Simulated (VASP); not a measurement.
Wanted: the native input for a VASP 6.6.1 run.

```
Task                   : single point
Functional             : PBE
Potentials or basis    : VASP PAW PBE potentials, release 64 (Ti_sv, O)
Cutoff                 : 520 eV
k mesh                 : 6 × 6 × 4
Occupations            : gaussian, width 0.02 eV
Spin                   : no spin polarisation
Hubbard terms          : Ti d U = 4.0 eV
Dipole correction      : no
Further INCAR settings : ALGO = Normal; EDIFF = 1e-06; NBANDS = 60
```

The structure of TiO2 lies in POSCAR:

```
TiO2
1.0
    3.9325407282      0.0000000000      0.0000000000
    0.0000000000      3.9325407282      0.0000000000
    0.0000000000      0.0000000000      9.5991606415
Ti O
4 8
Direct
    0.0000000000      0.0000000000      0.0000000000
    0.0000000000      0.5000000000      0.2500000000
    0.5000000000      0.5000000000      0.5000000000
    0.5000000000      0.0000000000      0.7500000000
    0.0000000000      0.5000000000      0.4573330425
    0.0000000000      0.0000000000      0.2073330425
    0.0000000000      0.5000000000      0.0426669575
    0.5000000000      0.5000000000      0.2926669575
    0.5000000000      0.0000000000      0.9573330425
    0.5000000000      0.5000000000      0.7073330425
    0.5000000000      0.0000000000      0.5426669575
    0.0000000000      0.0000000000      0.7926669575
```

This cell differs from its parent crystal: biaxial strain in the a-b plane: +3.0 %.

These files were run (other wordings do the same):

INCAR

```
PREC = Accurate ; ENCUT = 520
EDIFF = 1E-6 ; ISMEAR = 0
SIGMA = 0.02 ; LREAL = F
LASPH = T ; NELM = 150
ALGO = Normal ; ISIF = 2
LWAVE = F ; LCHARG = F
LMAXMIX = 4 ; LDAU = T
LDAUTYPE = 2 ; LDAUL = 2 -1
LDAUU = 4 0 ; LDAUJ = 0 0
LDAUPRINT = 1 ; GGA = PE
NBANDS = 60
```

KPOINTS

```
Automatic mesh
0
Gamma
  6 6 4
```

Potentials or basis: VASP PAW PBE potentials, release 64 (Ti_sv, O).

Run with:

```console
$ cat potpaw_PBE.64/Ti_sv/POTCAR potpaw_PBE.64/O/POTCAR > POTCAR
$ mpirun -np 1 vasp_std > vasp.out
```

Results of the run:

```yaml
Pressure: -4.2 GPa
Largest_force: 0.153 eV/Å
Band_gap_on_the_k_mesh: 2.51 eV
```

Caveat: the cell differs from its parent crystal (biaxial strain in the a-b plane: +3.0 %); the stress differs along the axes, from -6 to 0 GPa.

It took 3 min on 1 thread of Intel(R) Xeon(R) 6975P-C (Granite Rapids), with other jobs on the host, peak memory 0.34 GiB.
